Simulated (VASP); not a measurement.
# Mn (Fd-3m) in VASP: a series of runs

Runs on Mn. Level: PBE. Tasks: single point.

Program: VASP 6.6.1. These are calculated values, not measurements. Logs are shortened: lines on timing, memory, paths and dates and some standing lists are left out, and cuts for length are marked.

## Step 1: The cell of the first run

Symmetry: Fd-3m, No. 227, cubic system. Conventional cell: a = 4.433 Å, b = 4.433 Å, c = 4.433 Å, α = 90.00°, β = 90.00°, γ = 90.00°. Within 2.5 Å of Mn (site symmetry -43m) lie 4 Mn at 1.92 Å.

## Step 2: Single point, PBE, collinear spin, ferromagnetic start

Input file INCAR:

```
SYSTEM = Mn
ALGO = Normal ; EDIFF = 1E-7
ENCUT = 520 ; GGA = PE
ISIF = 2 ; ISMEAR = -1
ISPIN = 2 ; LASPH = .TRUE.
LCHARG = .TRUE. ; LELF = .TRUE.
LMAXMIX = 4 ; LORBIT = 11
LREAL = .FALSE. ; LVHAR = .TRUE.
LWAVE = .FALSE. ; MAGMOM = 3 3
NBANDS = 24 ; NELM = 150
PREC = Accurate ; SIGMA = 0.08
```

Input file KPOINTS:

```
k-points
0
G
  15 15 15
  0 0 0
```

Input file POSCAR:

```
Mn
1.0
    0.0000000000      2.2165776179      2.2165776179
    2.2165776179      0.0000000000      2.2165776179
    2.2165776179      2.2165776179      0.0000000000
Mn
2
Direct
   -0.1250000000     -0.1250000000     -0.1250000000
    0.1250000000      0.1250000000      0.1250000000
```

Potentials or basis: VASP PAW PBE potentials, release 64 (Mn_pv).

The run is started by

```sh
$ cat potpaw_PBE.64/Mn_pv/POTCAR > POTCAR
$ mpirun -np 1 vasp_std > vasp.out
```

OUTCAR:

```text
SYSTEM = Mn
   EDIFF = 1E-7
   ENCUT = 520
   GGA = PE
   ISIF = 2
   ISMEAR = -1
   ISPIN = 2
   LASPH = .TRUE.
   LORBIT = 11
   LREAL = .FALSE.
   NELM = 150
   PREC = Accurate

 ion  position               nearest neighbor table
   1  0.875  0.875  0.875-   2 1.92   2 1.92   2 1.92   2 1.92
   2  0.125  0.125  0.125-   1 1.92   1 1.92   1 1.92   1 1.92

  LATTYP: Found a face centered cubic cell.
 ALAT       =     4.4331552358

  Lattice vectors:

 A1 = (   0.0000000000,   2.2165776179,   2.2165776179)
 A2 = (   2.2165776179,   0.0000000000,   2.2165776179)
 A3 = (   2.2165776179,   2.2165776179,   0.0000000000)

Analysis of symmetry for initial positions (statically):
=====================================================================
 Subroutine PRICEL returns:
 Original cell was already a primitive cell.

 Routine SETGRP: Setting up the symmetry group for a
 face centered cubic supercell.

 Subroutine GETGRP returns: Found 48 space group operations
 (whereof 12 operations were pure point group operations)
 out of a pool of 48 trial point group operations.

The static configuration has the point symmetry D_3d.
 The point group associated with its full space group is O_h .

Analysis of symmetry for dynamics (positions and initial velocities):
=====================================================================
 Subroutine PRICEL returns:
 Original cell was already a primitive cell.

 Routine SETGRP: Setting up the symmetry group for a
 face centered cubic supercell.

 Subroutine GETGRP returns: Found 48 space group operations
 (whereof 12 operations were pure point group operations)
 out of a pool of 48 trial point group operations.

The dynamic configuration has the point symmetry D_3d.
 The point group associated with its full space group is O_h .

Analysis of structural, dynamic, and magnetic symmetry:
=====================================================================
 Subroutine PRICEL returns:
 Original cell was already a primitive cell.

 Routine SETGRP: Setting up the symmetry group for a
 face centered cubic supercell.

 Subroutine GETGRP returns: Found 48 space group operations
 (whereof 12 operations were pure point group operations)
 out of a pool of 48 trial point group operations.

The overall configuration has the point symmetry D_3d.
 The point group associated with its full space group is O_h .

 Subroutine INISYM returns: Found 48 space group operations
 (whereof 12 operations are pure point group operations),
 and found     1 'primitive' translations

----------------------------------------------------------------------------------------

                                     Primitive cell

  volume of cell :      21.7811

[... 113 lines left out ...]
   GGA     = PE    functional components
   LHFCALC =     F    Hartree Fock is set to
   AEXX    =    0.0000 exact exchange contribution
   IVDW    =     0    specifies the selected vdW correction
   LEPSILON=     F    determine dielectric tensor
   LRPA    =     F    only Hartree local field effects (RPA)
 spin polarized calculation
  energy-cutoff  :      520.00
  volume of cell :       21.78
 maximum number of plane-waves:       600
   NGX = 11   NGY = 11   NGZ = 11

 number of electron      25.9999991 magnetization      -0.0001359

 number of electron      25.9999991 magnetization       0.0000169

 Free energy of the ion-electron system (eV)
  ---------------------------------------------------
  ext. energy  EPLUGINS =         0.00000000
  ---------------------------------------------------
  free energy    TOTEN  =       -13.13143787 eV

  energy without entropy =      -13.08778079  energy(sigma->0) =      -13.10960933

 E-fermi :  10.2779     XC(G=0): -13.5346

 val. band max:       10.2748132140   @ k =  -0.4000   0.4000   0.0667
 cond. band min:      10.2786260075   @ k =  -0.4000   0.4667   0.1333
 fundamental gap:      0.0038127935
 Fermi energy:        10.2779414908

 spin component 1

 k-point     1 :       0.0000    0.0000    0.0000
  band No.  band energies     occupation
      1     -38.3024      1.00000
      2     -38.3024      1.00000
      3     -38.3024      1.00000
      4     -36.6620      1.00000
      5     -36.6620      1.00000
      6     -36.6620      1.00000
[... 637 lines left out ...]
     23      30.7153      0.00000
     24      31.3774      0.00000

 [... further k-points ...]

 spin component 2

 k-point     1 :       0.0000    0.0000    0.0000
  band No.  band energies     occupation
      1     -38.3024      1.00000
      2     -38.3024      1.00000
      3     -38.3024      1.00000
      4     -36.6620      1.00000
      5     -36.6620      1.00000
      6     -36.6620      1.00000
[... 637 lines left out ...]
     23      30.7153      0.00000
     24      31.3774      0.00000

 [... further k-points ...]

------------------------ aborting loop because EDIFF is reached ----------------------------------------

  FORCE on cell =-STRESS in cart. coord.  units (eV):
  Direction    XX          YY          ZZ          XY          YZ          ZX
  --------------------------------------------------------------------------------------
  -------------------------------------------------------------------------------------
  Total       14.1370200     14.1370200     14.1370200     -0.0000000      0.0000000      0.0000000
  in kB     1039.8953295   1039.8953295   1039.8953295     -0.0000000      0.0000000      0.0000000
  external PRESSURE =    1039.8953295 kB  Pullay stress =       0.0000000 kB

 VOLUME and BASIS-vectors are now :
 -----------------------------------------------------------------------------
  energy-cutoff  :      520.00
  volume of cell :       21.78
      direct lattice vectors                 reciprocal lattice vectors
     0.000000000  2.216577618  2.216577618    -0.225572972  0.225572972  0.225572972
     2.216577618  0.000000000  2.216577618     0.225572972 -0.225572972  0.225572972
     2.216577618  2.216577618  0.000000000     0.225572972  0.225572972 -0.225572972

 POSITION                                       TOTAL-FORCE (eV/Angst)
 -----------------------------------------------------------------------------------
      3.87901      3.87901      3.87901         0.000000      0.000000      0.000000
      0.55414      0.55414      0.55414        -0.000000     -0.000000     -0.000000
 -----------------------------------------------------------------------------------
    total drift:                                0.000000      0.000000      0.000000

  FREE ENERGIE OF THE ION-ELECTRON SYSTEM (eV)
  ---------------------------------------------------
  free  energy   TOTEN  =       -13.1314378726 eV

  energy  without entropy=      -13.0877807941  energy(sigma->0) =      -13.10960933

 total charge

# of ion       s       p       d       tot
------------------------------------------
    1        0.584   6.400   5.758  12.742
    2        0.584   6.400   5.758  12.742
--------------------------------------------------
tot          1.168  12.800  11.517  25.485

 magnetization (x)

# of ion       s       p       d       tot
------------------------------------------
    1       -0.000   0.000   0.000   0.000
    2       -0.000   0.000   0.000   0.000
--------------------------------------------------
tot         -0.000   0.000   0.000   0.000
```

OSZICAR:

```text
N       E                     dE             d eps       ncg     rms          rms(c)
DAV:   1     0.261963705877E+03    0.26196E+03   -0.14765E+04 11632   0.155E+03
DAV:   2    -0.593715644836E+00   -0.26256E+03   -0.24924E+03 11720   0.404E+02
DAV:   3    -0.112457684562E+02   -0.10652E+02   -0.10612E+02 13296   0.939E+01
DAV:   4    -0.113361427676E+02   -0.90374E-01   -0.90368E-01 12880   0.842E+00
DAV:   5    -0.113375422758E+02   -0.13995E-02   -0.13995E-02 13264   0.106E+00    0.259E+01
DAV:   6    -0.129643566276E+02   -0.16268E+01   -0.20059E+00 12728   0.149E+01    0.743E+00
DAV:   7    -0.131123233043E+02   -0.14797E+00   -0.20211E-01 12216   0.381E+00    0.483E+00
DAV:   8    -0.131335956018E+02   -0.21272E-01   -0.12223E-02 13312   0.128E+00    0.215E+00
DAV:   9    -0.131301131659E+02    0.34824E-02   -0.49548E-03 12208   0.645E-01    0.406E-01
DAV:  10    -0.131314077876E+02   -0.12946E-02   -0.13102E-03 12856   0.425E-01    0.786E-02
DAV:  11    -0.131314452259E+02   -0.37438E-04   -0.48766E-05 12632   0.891E-02    0.249E-02
DAV:  12    -0.131314433422E+02    0.18837E-05   -0.31350E-06 13192   0.176E-02    0.137E-02
DAV:  13    -0.131314386663E+02    0.46759E-05   -0.57470E-07 13040   0.811E-03    0.395E-03
DAV:  14    -0.131314378477E+02    0.81858E-06   -0.13142E-07 10408   0.406E-03    0.604E-04
DAV:  15    -0.131314378726E+02   -0.24855E-07   -0.10185E-08  6096   0.105E-03
   1 F= -.13131438E+02 E0= -.13109609E+02  d E =-.436571E-01  mag=     0.0000
```

stdout:

```text
POSCAR found type information on POSCAR Mn
 POSCAR found :  1 types and       2 ions
 scaLAPACK will be used
 LDA part: xc-table for (Slater+PW92), standard interpolation
 POSCAR, INCAR and KPOINTS ok, starting setup
 FFT: planning ... GRIDC
 FFT: planning ... GRID_SOFT
 FFT: planning ... GRID
 WAVECAR not read
 entering main loop
```

Wall time 38 s (1 thread of Intel Xeon 6975P-C (Granite Rapids), shared host); peak memory 0.2 GiB.

Results:

* Free energy: -13.1314 eV
* Pressure: 104.0 GPa
* Band gap on the k mesh: zero (filled and empty bands overlap)
* Net moment: 0.00 μB per cell
* Valence electrons inside the program's atomic spheres: Mn 12.74

Caveat: the starting moments collapsed, and a magnetic state may lie lower.

## Step 3: Single point, PBE, collinear spin, ferromagnetic start

Input file INCAR:

```
SYSTEM = Mn
PREC     = Accurate       ! precision mode
ENCUT    = 520            ! plane-wave cutoff, eV
EDIFF    = 1E-7           ! SCF threshold, eV
ISMEAR   = -1             ! smearing method
SIGMA    = 0.08           ! smearing width, eV
LREAL    = .False.        ! projectors in reciprocal space
LASPH    = .True.         ! aspherical terms in the spheres
NELM     = 150            ! most SCF steps
ALGO     = Normal         ! electronic algorithm
ISIF     = 2              ! what is computed and relaxed
LWAVE    = .False.        ! write WAVECAR
LCHARG   = .False.        ! write CHGCAR
ISPIN    = 2              ! spin polarisation
MAGMOM   = 3 3            ! initial moments
LORBIT   = 11             ! projections on sites
LMAXMIX  = 4              ! l up to which the mixer works
GGA      = PE             ! functional
NBANDS   = 24             ! bands
```

Input file KPOINTS:

```
regular mesh
0
Gamma
  15 15 15
  0 0 0
```

Input file POSCAR:

```
Mn
1.0
    0.0000000000      2.2162409924      2.2162409924
    2.2162409924      0.0000000000      2.2162409924
    2.2162409924      2.2162409924      0.0000000000
Mn
2
Direct
   -0.1250000000     -0.1250000000     -0.1250000000
    0.1250000000      0.1250000000      0.1250000000
```

Potentials or basis: VASP PAW PBE potentials, release 64 (Mn_pv).

The run is started by

```sh
$ cat potpaw_PBE.64/Mn_pv/POTCAR > POTCAR
$ mpirun -np 1 vasp_std > vasp.out
```

OUTCAR:

```text
SYSTEM = Mn
   PREC = Accurate
   ENCUT = 520
   EDIFF = 1E-7
   ISMEAR = -1
   LREAL = .False.
   LASPH = .True.
   NELM = 150
   ISIF = 2
   ISPIN = 2
   LORBIT = 11
   GGA = PE

 ion  position               nearest neighbor table
   1  0.875  0.875  0.875-   2 1.92   2 1.92   2 1.92   2 1.92
   2  0.125  0.125  0.125-   1 1.92   1 1.92   1 1.92   1 1.92

  LATTYP: Found a face centered cubic cell.
 ALAT       =     4.4324819848

  Lattice vectors:

 A1 = (   0.0000000000,   2.2162409924,   2.2162409924)
 A2 = (   2.2162409924,   0.0000000000,   2.2162409924)
 A3 = (   2.2162409924,   2.2162409924,   0.0000000000)

Analysis of symmetry for initial positions (statically):
[... 1514 lines left out ...]
  energy-cutoff  :      520.00
  volume of cell :       21.77
      direct lattice vectors                 reciprocal lattice vectors
     0.000000000  2.216240992  2.216240992    -0.225607234  0.225607234  0.225607234
     2.216240992  0.000000000  2.216240992     0.225607234 -0.225607234  0.225607234
     2.216240992  2.216240992  0.000000000     0.225607234  0.225607234 -0.225607234

 POSITION                                       TOTAL-FORCE (eV/Angst)
 -----------------------------------------------------------------------------------
      3.87842      3.87842      3.87842        -0.000000     -0.000000     -0.000000
      0.55406      0.55406      0.55406         0.000000      0.000000      0.000000
 -----------------------------------------------------------------------------------
    total drift:                                0.000000      0.000000      0.000000

  FREE ENERGIE OF THE ION-ELECTRON SYSTEM (eV)
  ---------------------------------------------------
  free  energy   TOTEN  =       -13.1249805680 eV

  energy  without entropy=      -13.0813066059  energy(sigma->0) =      -13.10314359

 total charge

# of ion       s       p       d       tot
------------------------------------------
    1        0.584   6.400   5.759  12.743
    2        0.584   6.400   5.759  12.743
--------------------------------------------------
tot          1.168  12.800  11.518  25.487

 magnetization (x)

# of ion       s       p       d       tot
------------------------------------------
    1       -0.000   0.000   0.000   0.000
    2       -0.000   0.000   0.000   0.000
--------------------------------------------------
tot         -0.000   0.000   0.000   0.000
```

Run time: 37 s. Hardware: 1 thread of Intel Xeon 6975P-C (Granite Rapids), shared host; peak memory 0.2 GiB.

What came out:

- Free energy: -13.1250 eV
- Pressure: 104.2 GPa
- Band gap on the k mesh: zero (filled and empty bands overlap)
- Net moment: 0.00 μB per cell
- Valence electrons inside the program's atomic spheres: Mn 12.74

Caveat: the starting moments collapsed, and a magnetic state may lie lower.
